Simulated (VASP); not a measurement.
# Ta (Fd-3m) in VASP: notebook

The runs below take Ta through single point, with BLYP.

All numbers are computed with VASP 6.6.1; they aren't measurements. Logs are shortened: lines on timing, memory, paths and dates and some standing lists are left out, and cuts for length are marked.

### 1 The cell of the first run

The structure is cubic, space group Fd-3m (No. 227). The conventional cell has a = 6.122 Å, b = 6.122 Å, c = 6.122 Å, α = 90.00°, β = 90.00°, γ = 90.00°. Within 3.5 Å of Ta (site symmetry -43m) lie 4 Ta at 2.65 Å.

### 2 Single point, BLYP (volume scaled by 0.96)

File INCAR:

```
SYSTEM = Ta
AGGAC = 1.0
AGGAX = 1.0
ALDAC = 0.0
ALDAX = 1.0
ALGO = Normal
EDIFF = 1E-7
ENCUT = 520
GGA = B5
ISIF = 2
ISMEAR = -1
LASPH = .True.
LCHARG = .True.
LELF = .True.
LREAL = .False.
LVHAR = .True.
LWAVE = .False.
NBANDS = 18
NELM = 60
PREC = Accurate
SIGMA = 0.1
```

File KPOINTS:

```
k-points
0
Gamma
  10 10 10
  0 0 0
```

File POSCAR:

```
Ta
1.0
    0.0000000000      3.0607623234      3.0607623234
    3.0607623234      0.0000000000      3.0607623234
    3.0607623234      3.0607623234      0.0000000000
Ta
2
Direct
    0.1250000000      0.1250000000      0.1250000000
    0.8750000000      0.8750000000      0.8750000000
```

Potentials or basis: VASP PAW PBE potentials, release 64 (Ta_pv).

Started as:

```bash
cat potpaw_PBE.64/Ta_pv/POTCAR > POTCAR
mpirun -np 1 vasp_std > vasp.out
```

OUTCAR:

```text
SYSTEM = Ta
   EDIFF = 1E-7
   ENCUT = 520
   GGA = B5
   ISIF = 2
   ISMEAR = -1
   LASPH = .True.
   LREAL = .False.
   NELM = 60
   PREC = Accurate

 ion  position               nearest neighbor table
   1  0.125  0.125  0.125-   2 2.65   2 2.65   2 2.65   2 2.65
   2  0.875  0.875  0.875-   1 2.65   1 2.65   1 2.65   1 2.65

  LATTYP: Found a face centered cubic cell.
 ALAT       =     6.1215246468

  Lattice vectors:

 A1 = (   0.0000000000,   3.0607623234,   3.0607623234)
 A2 = (   3.0607623234,   0.0000000000,   3.0607623234)
 A3 = (   3.0607623234,   3.0607623234,   0.0000000000)

Analysis of symmetry for initial positions (statically):
=====================================================================
 Subroutine PRICEL returns:
 Original cell was already a primitive cell.

 Routine SETGRP: Setting up the symmetry group for a
 face centered cubic supercell.

 Subroutine GETGRP returns: Found 48 space group operations
 (whereof 12 operations were pure point group operations)
 out of a pool of 48 trial point group operations.

The static configuration has the point symmetry D_3d.
 The point group associated with its full space group is O_h .

Analysis of symmetry for dynamics (positions and initial velocities):
=====================================================================
 Subroutine PRICEL returns:
 Original cell was already a primitive cell.

 Routine SETGRP: Setting up the symmetry group for a
 face centered cubic supercell.

 Subroutine GETGRP returns: Found 48 space group operations
 (whereof 12 operations were pure point group operations)
 out of a pool of 48 trial point group operations.

The dynamic configuration has the point symmetry D_3d.
 The point group associated with its full space group is O_h .

 Subroutine INISYM returns: Found 48 space group operations
 (whereof 12 operations are pure point group operations),
 and found     1 'primitive' translations

----------------------------------------------------------------------------------------

                                     Primitive cell

  volume of cell :      57.3481

  direct lattice vectors                    reciprocal lattice vectors
     0.000000000  3.060762323  3.060762323    -0.163357996  0.163357996  0.163357996
     3.060762323  0.000000000  3.060762323     0.163357996 -0.163357996  0.163357996
     3.060762323  3.060762323  0.000000000     0.163357996  0.163357996 -0.163357996

  length of vectors
     4.328571589  4.328571589  4.328571589     0.282944349  0.282944349  0.282944349

  position of ions in fractional coordinates (direct lattice)
     0.125000000  0.125000000  0.125000000
     0.875000000  0.875000000  0.875000000

  ion indices of the primitive-cell ions
   primitive index   ion index
                 1           1
                 2           2

----------------------------------------------------------------------------------------

 KPOINTS: k-points

Automatic generation of k-mesh.
 Grid dimensions read from file:
 generate k-points for:   10   10   10

 Generating k-lattice:

  Cartesian coordinates                     Fractional coordinates (reciprocal lattice)
    -0.016335800  0.016335800  0.016335800     0.100000000  0.000000000  0.000000000
     0.016335800 -0.016335800  0.016335800     0.000000000  0.100000000  0.000000000
     0.016335800  0.016335800 -0.016335800     0.000000000  0.000000000  0.100000000

  Length of vectors
     0.028294435  0.028294435  0.028294435

  Shift w.r.t. Gamma in fractional coordinates (k-lattice)
     0.000000000  0.000000000  0.000000000

 Subroutine IBZKPT returns following result:
 ===========================================

 Found     47 irreducible k-points:

 Following reciprocal coordinates:
            Coordinates               Weight
  0.000000  0.000000  0.000000      1.000000
  0.100000  0.000000  0.000000      8.000000
  0.200000  0.000000  0.000000      8.000000
  0.300000  0.000000  0.000000      8.000000
  0.400000  0.000000  0.000000      8.000000
  0.500000  0.000000  0.000000      4.000000
[... 16 lines left out ...]
  0.300000  0.300000  0.000000      6.000000
  0.400000  0.300000  0.000000     24.000000
 [... further k-points ...]
   k-points           NKPTS =     47   k-points in BZ     NKDIM =     47   number of bands    NBANDS=     18
   number of dos      NEDOS =    301   number of ions     NIONS =      2
   total plane-waves  NPLWV =  32768
   dimension x,y,z NGX =    32 NGY =   32 NGZ =   32
   dimension x,y,z NGXF=    64 NGYF=   64 NGZF=   64
   ions per type =               2
   NGX,Y,Z   is equivalent  to a cutoff of  12.29, 12.29, 12.29 a.u.
   NGXF,Y,Z  is equivalent  to a cutoff of  24.58, 24.58, 24.58 a.u.
 SYSTEM =  Ta
   PREC   = accura    normal or accurate (medium, high low for compatibility)
   ISTART =      0    job   : 0-new  1-cont  2-samecut
   ICHARG =      2    charge: 1-file 2-atom 10-const
   ISPIN  =      1    spin polarized calculation?
   LNONCOLLINEAR =      F non collinear calculations
   LSORBIT =      F    spin-orbit coupling
   LASPH  =      T    aspherical Exc in radial PAW
   ENCUT  =  520.0 eV  38.22 Ry    6.18 a.u.   8.05  8.05  8.05*2*pi/ulx,y,z
   NELM   =     60;   NELMIN=  2; NELMDL= -5     # of ELM steps
   EDIFF  = 0.1E-06   stopping-criterion for ELM
   LREAL  =      F    real-space projection
   EDIFFG = 0.1E-05   stopping-criterion for IOM
   NSW    =      0    number of steps for IOM
   IBRION =     -1    ionic relax: 0-MD 1-quasi-New 2-CG
   NFREE  =      0    steps in history (QN), initial steepest desc. (CG)
   ISIF   =      2    stress and relaxation
   ISYM   =      2    0-nonsym 1-usesym 2-fastsym
   POTIM  = 0.5000    time-step for ionic-motion
   TEBEG  =    0.0;   TEEND  =   0.0 temperature during run
   PSTRESS=    0.0 pullay stress
   NELECT =      22.0000    total number of electrons
   NUPDOWN=      -1.0000    fix difference up-down
   EMIN   =  10.00;   EMAX   =-10.00  energy-range for DOS
   EFERMI =   0.00;   METHOD = LEGACY
   ISMEAR =    -1;   SIGMA  =   0.10  broadening in eV -4-tet -1-fermi 0-gaus
   EFERMI_NEDOS =   21; number of points for ismear=-14 and -15
   IALGO  =     38    algorithm
   IMIX   =      4    mixing-type and parameters
     AMIX     =   0.40;   BMIX     =  1.00
     AMIX_MAG =   1.60;   BMIX_MAG =  1.00
  volume/ion in A,a.u.               =      28.67       193.50
  Fermi-wavevector in a.u.,A,eV,Ry     =   1.189532  2.247889 19.252058  1.414986
  Thomas-Fermi vector in A             =   2.325637
   LORBIT       =      0    0 simple, 1 ext, 2 COOP (PROOUT), +10 PAW based schemes
   GGA     = B5    functional components
   LHFCALC =     F    Hartree Fock is set to
   AEXX    =    0.0000 exact exchange contribution
   IVDW    =     0    specifies the selected vdW correction
   LEPSILON=     F    determine dielectric tensor
   LRPA    =     F    only Hartree local field effects (RPA)
 non-spin polarized calculation
  energy-cutoff  :      520.00
  volume of cell :       57.35
 maximum number of plane-waves:      1572
   NGX = 17   NGY = 17   NGZ = 17

 number of electron      22.0000003 magnetization

 Free energy of the ion-electron system (eV)
  ---------------------------------------------------
  ext. energy  EPLUGINS =         0.00000000
  ---------------------------------------------------
  free energy    TOTEN  =       -16.05405569 eV

  energy without entropy =      -15.92616627  energy(sigma->0) =      -15.99011098

 E-fermi :   2.4953     XC(G=0):  -9.3147

 val. band max:        2.4879013368   @ k =   0.1000   0.1000   0.0000
 cond. band min:       2.5320874855   @ k =  -0.4000   0.1000   0.0000
 fundamental gap:      0.0441861487
 Fermi energy:         2.4953088827

 k-point     1 :       0.0000    0.0000    0.0000
  band No.  band energies     occupation
      1     -31.4639      2.00000
      2     -31.4639      2.00000
      3     -31.4639      2.00000
      4     -30.6720      2.00000
      5     -30.6720      2.00000
      6     -30.6720      2.00000
[... 10 lines left out ...]
     17       8.1630      0.00000
     18      12.6037      0.00000

 k-point     2 :       0.1000    0.0000    0.0000
  band No.  band energies     occupation
      1     -31.4730      2.00000
      2     -31.4730      2.00000
      3     -31.4627      2.00000
      4     -30.6747      2.00000
      5     -30.6623      2.00000
      6     -30.6623      2.00000
[... 10 lines left out ...]
     17       8.1276      0.00000
     18      12.3567      0.00000

 k-point     3 :       0.2000    0.0000    0.0000
  band No.  band energies     occupation
      1     -31.4959      2.00000
      2     -31.4959      2.00000
      3     -31.4597      2.00000
      4     -30.6814      2.00000
      5     -30.6379      2.00000
      6     -30.6379      2.00000
[... 10 lines left out ...]
     17       8.0050      0.00000
     18      11.4390      0.00000

 k-point     4 :       0.3000    0.0000    0.0000
  band No.  band energies     occupation
      1     -31.5225      2.00000
      2     -31.5225      2.00000
      3     -31.4564      2.00000
      4     -30.6891      2.00000
      5     -30.6094      2.00000
      6     -30.6094      2.00000
[... 375 lines left out ...]
      4     -30.7543      2.00000
      5     -30.6080      2.00000
      6     -30.5480      2.00000
[... 10 lines left out ...]
     17       8.3382      0.00000
     18       9.7916      0.00000

 k-point    23 :       0.3000    0.3000    0.0000
  band No.  band energies     occupation
      1     -31.5843      2.00000
      2     -31.5843      2.00000
      3     -31.3085      2.00000
      4     -30.8457      2.00000
      5     -30.5435      2.00000
      6     -30.5435      2.00000
[... 10 lines left out ...]
     17       8.3618      0.00000
     18      10.0392      0.00000

 k-point    24 :       0.4000    0.3000    0.0000
  band No.  band energies     occupation
      1     -31.6103      2.00000
      2     -31.6034      2.00000
      3     -31.2612      2.00000
      4     -30.8954      2.00000
      5     -30.5229      2.00000
      6     -30.5170      2.00000
[... 10 lines left out ...]
     17       8.2323      0.00000
     18       8.9310      0.00000

 [... further k-points ...]
[... 5 lines left out ...]
  --------------------------------------------------------------------------------------
  -------------------------------------------------------------------------------------
  Total        1.1091539      1.1091539      1.1091539      0.0000000     -0.0000000      0.0000000
  in kB       30.9872888     30.9872888     30.9872888      0.0000000     -0.0000000      0.0000000
  external PRESSURE =      30.9872888 kB  Pullay stress =       0.0000000 kB

 VOLUME and BASIS-vectors are now :
 -----------------------------------------------------------------------------
  energy-cutoff  :      520.00
  volume of cell :       57.35
      direct lattice vectors                 reciprocal lattice vectors
     0.000000000  3.060762323  3.060762323    -0.163357996  0.163357996  0.163357996
     3.060762323  0.000000000  3.060762323     0.163357996 -0.163357996  0.163357996
     3.060762323  3.060762323  0.000000000     0.163357996  0.163357996 -0.163357996

 POSITION                                       TOTAL-FORCE (eV/Angst)
 -----------------------------------------------------------------------------------
      0.76519      0.76519      0.76519        -0.000000      0.000000     -0.000000
      5.35633      5.35633      5.35633         0.000000     -0.000000      0.000000
 -----------------------------------------------------------------------------------
    total drift:                                0.000000      0.000000     -0.000000

  FREE ENERGIE OF THE ION-ELECTRON SYSTEM (eV)
  ---------------------------------------------------
  free  energy   TOTEN  =       -16.0540556889 eV

  energy  without entropy=      -15.9261662749  energy(sigma->0) =      -15.99011098
```

Wall time 23 s (1 thread of Intel Xeon 6975P-C (Granite Rapids), shared host); peak memory 0.19 GiB.

Results:

* Free energy: -16.0541 eV
* Pressure: 3.1 GPa
* Band gap on the k mesh: zero (band 11 reaches 2.95 eV, above the bottom of band 12 at 2.12 eV)

Caveat: the cell differs from its parent crystal (volume scaled by 0.96); the PAW data sets were made with another functional, which shifts forces and pressure a little; spin-orbit coupling is left out, which moves the levels of the heavy elements.

### 3 Single point, BLYP

This run uses another cell than the first one, of 29.87 Å³/atom, 1.042 times its volume.

File INCAR:

```
SYSTEM = Ta
AGGAC = 1.0 ; AGGAX = 1.0
ALDAC = 0.0 ; ALDAX = 1.0
ALGO = Normal ; EDIFF = 1E-6
ENCUT = 520 ; GGA = B5
ISIF = 2 ; ISMEAR = -1
LASPH = .True. ; LCHARG = .True.
LELF = .True. ; LREAL = .False.
LVHAR = .True. ; LWAVE = .False.
NBANDS = 18 ; NELM = 100
PREC = Accurate ; SIGMA = 0.1
```

KPOINTS is that of step 2.

File POSCAR:

```
Ta
1.0
    0.0000000000      3.1026957852      3.1026957852
    3.1026957852      0.0000000000      3.1026957852
    3.1026957852      3.1026957852      0.0000000000
Ta
2
Direct
    0.1250000000      0.1250000000      0.1250000000
    0.8750000000      0.8750000000      0.8750000000
```

Potentials or basis: VASP PAW PBE potentials, release 64 (Ta_pv).

Started as:

```bash
cat potpaw_PBE.64/Ta_pv/POTCAR > POTCAR
mpirun -np 1 vasp_std > vasp.out
```

Run time: 31 s. Hardware: 1 thread of Intel Xeon 6975P-C (Granite Rapids), shared host; peak memory 0.21 GiB.

Results (log left out):

* Free energy: -16.0790 eV
* Pressure: 0.3 GPa
* Band gap on the k mesh: zero (band 11 reaches 2.71 eV, above the bottom of band 12 at 1.92 eV)

Levels at points of the mesh, in eV from the Fermi level:
```csv
k point,band 9,band 10,band 11,band 12,band 13,band 14
"(0.00, 0.00, 0.00)",-0.89,-0.29,-0.29,-0.29,1.89,1.89
"(0.50, 0.00, 0.00)",-0.75,-0.75,-0.35,-0.35,-0.16,2.97
"(0.50, 0.50, 0.00)",-1.09,-1.09,-0.25,-0.25,1.72,1.72
```

Caveat: the PAW data sets were made with another functional, which shifts forces and pressure a little; spin-orbit coupling is left out, which moves the levels of the heavy elements.

### 4 Single point, BLYP (volume scaled by 1.04)

File INCAR:

```
PREC = Accurate
ENCUT = 520
EDIFF = 1E-6
ISMEAR = -1
SIGMA = 0.1
LREAL = False
LASPH = True
NELM = 60
ALGO = Normal
ISIF = 2
LWAVE = False
LCHARG = False
GGA = B5
ALDAX = 1.0
AGGAX = 1.0
AGGAC = 1.0
ALDAC = 0.0
NBANDS = 18
```

File KPOINTS:

```
regular mesh
0
Gamma
  10 10 10
```

File POSCAR:

```
Ta
1.0
    0.0000000000      3.1435254120      3.1435254120
    3.1435254120      0.0000000000      3.1435254120
    3.1435254120      3.1435254120      0.0000000000
Ta
2
Direct
    0.1250000000      0.1250000000      0.1250000000
    0.8750000000      0.8750000000      0.8750000000
```

Started as:

```bash
cat potpaw_PBE.64/Ta_pv/POTCAR > POTCAR
mpirun -np 1 vasp_std > vasp.out
```

Wall time 25 s (1 thread of Intel Xeon 6975P-C (Granite Rapids), shared host); peak memory 0.21 GiB.

The run converged. Its results:

```
Free energy            : -16.0656 eV
Pressure               : -2.1 GPa
Band gap on the k mesh : zero (band 11 reaches 2.50 eV, above the bottom of band 12 at 1.73 eV)
```

Levels at points of the mesh, in eV from the Fermi level:
| k point | band 8 | band 9 | band 10 | band 11 | band 12 | band 13 | band 14 | band 15 |
| --- | --- | --- | --- | --- | --- | --- | --- | --- |
| (0.00, 0.00, 0.00) | -0.81 | -0.81 | -0.29 | -0.29 | -0.29 | 1.82 | 1.82 | 1.82 |
| (0.50, 0.00, 0.00) | -0.86 | -0.68 | -0.68 | -0.33 | -0.33 | -0.24 | 2.84 | 2.84 |
| (0.50, 0.50, 0.00) | -1.64 | -1.15 | -1.15 | -0.23 | -0.23 | 1.68 | 1.68 | 4.04 |

Caveat: the cell differs from its parent crystal (volume scaled by 1.04); the PAW data sets were made with another functional, which shifts forces and pressure a little; spin-orbit coupling is left out, which moves the levels of the heavy elements.

### 5 Single point, BLYP (volume scaled by 1.08)

File INCAR:

```
SYSTEM = Ta
PREC = Accurate ; ENCUT = 520
EDIFF = 1E-6 ; ISMEAR = -1
SIGMA = 0.1 ; LREAL = .False.
LASPH = .True. ; NELM = 80
ALGO = Normal ; ISIF = 2
LWAVE = .False. ; LCHARG = .False.
GGA = B5 ; ALDAX = 1.0
AGGAX = 1.0 ; AGGAC = 1.0
ALDAC = 0.0 ; NBANDS = 18
```

File KPOINTS:

```
regular mesh
0
Gamma
  10 10 10
  0 0 0
```

File POSCAR:

```
Ta
1.0
    0.0000000000      3.1833210975      3.1833210975
    3.1833210975      0.0000000000      3.1833210975
    3.1833210975      3.1833210975      0.0000000000
Ta
2
Direct
    0.1250000000      0.1250000000      0.1250000000
    0.8750000000      0.8750000000      0.8750000000
```

Started as:

```bash
cat potpaw_PBE.64/Ta_pv/POTCAR > POTCAR
mpirun -np 1 vasp_std > vasp.out
```

Run time: 27 s. Hardware: 1 thread of Intel Xeon 6975P-C (Granite Rapids), shared host; peak memory 0.22 GiB.

Results (log left out):

* Free energy: -16.0203 eV
* Pressure: -4.0 GPa
* Band gap on the k mesh: zero (band 11 reaches 2.30 eV, above the bottom of band 12 at 1.55 eV)

Levels at points of the mesh, in eV from the Fermi level:
| k point | band 7 | band 8 | band 9 | band 10 | band 11 | band 12 | band 13 | band 14 | band 15 | band 16 |
| --- | --- | --- | --- | --- | --- | --- | --- | --- | --- | --- |
| (0.00, 0.00, 0.00) | -5.16 | -0.75 | -0.75 | -0.29 | -0.29 | -0.29 | 1.75 | 1.75 | 1.75 | 4.94 |
| (0.50, 0.00, 0.00) | -3.09 | -0.78 | -0.62 | -0.62 | -0.32 | -0.32 | -0.31 | 2.72 | 2.72 | 4.08 |
| (0.50, 0.50, 0.00) | -1.56 | -1.56 | -1.19 | -1.19 | -0.22 | -0.22 | 1.64 | 1.64 | 3.89 | 3.89 |

Caveat: the cell differs from its parent crystal (volume scaled by 1.08); the PAW data sets were made with another functional, which shifts forces and pressure a little; spin-orbit coupling is left out, which moves the levels of the heavy elements.

### 6 Overview

| cell | gap on the mesh (eV) | pressure (GPa) |
| --- | --- | --- |
| a = 4.329 Å, angles 60.0°, 2 atoms | none | 3.1 |
| a = 4.388 Å, angles 60.0°, 2 atoms | none | 0.3 |
| a = 4.446 Å, angles 60.0°, 2 atoms | none | -2.1 |
| a = 4.502 Å, angles 60.0°, 2 atoms | none | -4.0 |

Alike in all rows: task single point; level BLYP; potentials or basis VASP PAW PBE potentials, release 64 (Ta_pv); no spin polarisation; k mesh 10 × 10 × 10; cutoff (eV) 520; smearing fermi-dirac 0.1 eV.

Caveats: the PAW data sets were made with another functional, which shifts forces and pressure a little; spin-orbit coupling is left out, which moves the levels of the heavy elements.

Total energies depend on the potentials used, so only differences within one code and one set of settings carry meaning.
